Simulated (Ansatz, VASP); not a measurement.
## One calculation of HC4, two programs

Contents of INCAR:

```
PREC = Accurate ; ENCUT = 520
EDIFF = 1E-7 ; ISMEAR = 0
SIGMA = 0.1 ; LREAL = F
LASPH = T ; NELM = 60
ALGO = Normal ; ISIF = 2
LWAVE = F ; LCHARG = F
LDIPOL = T ; IDIPOL = 3
DIPOL = 0.5 0.5 0.241 ; GGA = PE
IVDW = 12 ; NBANDS = 28
```

The input KPOINTS:

```
regular mesh
0
Gamma
  6 6 1
```

POSCAR

```
HC4
1.0
    4.9313048819      0.0000000000      0.0000000000
   -2.4656524409      4.2706353015      0.0000000000
    0.0000000000      0.0000000000     18.0000331942
C H
8 2
Direct
    0.3333333333      0.1666666667      0.2222236565
    0.3333333333      0.6666666667      0.2222236565
    0.8333333333      0.1666666667      0.2222236565
    0.8333333333      0.6666666667      0.2222236565
    0.1666666667      0.3333333333      0.2222218124
    0.1666666667      0.8333333333      0.2222218124
    0.6666666667      0.3333333333      0.2222218124
    0.6666666667      0.8333333333      0.2222218124
    0.0646417736      0.1666666667      0.3183345904
    0.6020248930      0.1666666667      0.3183345904
```

Input for Ansatz:

```yaml
crystal:
  lattice:
    - [4.9313048819, 0.0, 0.0]
    - [-2.4656524409, 4.2706353015, 0.0]
    - [0.0, 0.0, 18.0000331942]
  atoms:
    - { symbol: C, position: [0.3333333333, 0.1666666667, 0.2222236565] }
    - { symbol: C, position: [0.3333333333, 0.6666666667, 0.2222236565] }
    - { symbol: C, position: [0.8333333333, 0.1666666667, 0.2222236565] }
    - { symbol: C, position: [0.8333333333, 0.6666666667, 0.2222236565] }
    - { symbol: C, position: [0.1666666667, 0.3333333333, 0.2222218124] }
    - { symbol: C, position: [0.1666666667, 0.8333333333, 0.2222218124] }
    - { symbol: C, position: [0.6666666667, 0.3333333333, 0.2222218124] }
    - { symbol: C, position: [0.6666666667, 0.8333333333, 0.2222218124] }
    - { symbol: H, position: [0.0646417736, 0.1666666667, 0.3183345904] }
    - { symbol: H, position: [0.602024893, 0.1666666667, 0.3183345904] }
basis:
  ecutwfc: 420
kpoints:
  mp_grid: { grid: [6, 6, 1] }
hamiltonian:
  xc: pbe
  pseudopotentials: { kind: paw, azcp: { folder: soft_1 } }
  dispersion: d3bj
scf:
  occupations: { method: gaussian, width: 0.1 }
output:
  forces: true
  eigenvalues: true
efield:
  axis: 3
  dipole_correction: true
  ramp_width: 0.04
```

Alike in both runs: task single point; functional PBE; dispersion D3(BJ); k mesh 6 × 6 × 1; occupations gaussian, width 0.1 eV; no spin polarisation.

|  | VASP | Ansatz |
| --- | --- | --- |
| version | VASP 6.6.1 | Ansatz 0.2.0 |
| potentials or method | VASP PAW PBE potentials, release 64 (C, H), cutoff 520 eV | scalar-relativistic, plane waves, PAW |
| valence electrons in the cell | 34 | 34 |

```csv
,VASP,Ansatz,Ansatz less VASP
gap on the k mesh at the Fermi level (eV),none,none,-
rms of the force components (eV/Å),0.370,0.370,+0.0005
```

Atom by atom the forces differ by 0.001 eV/Å (rms over components). A gap of «none» marks a metal or a gap that the smearing closes.
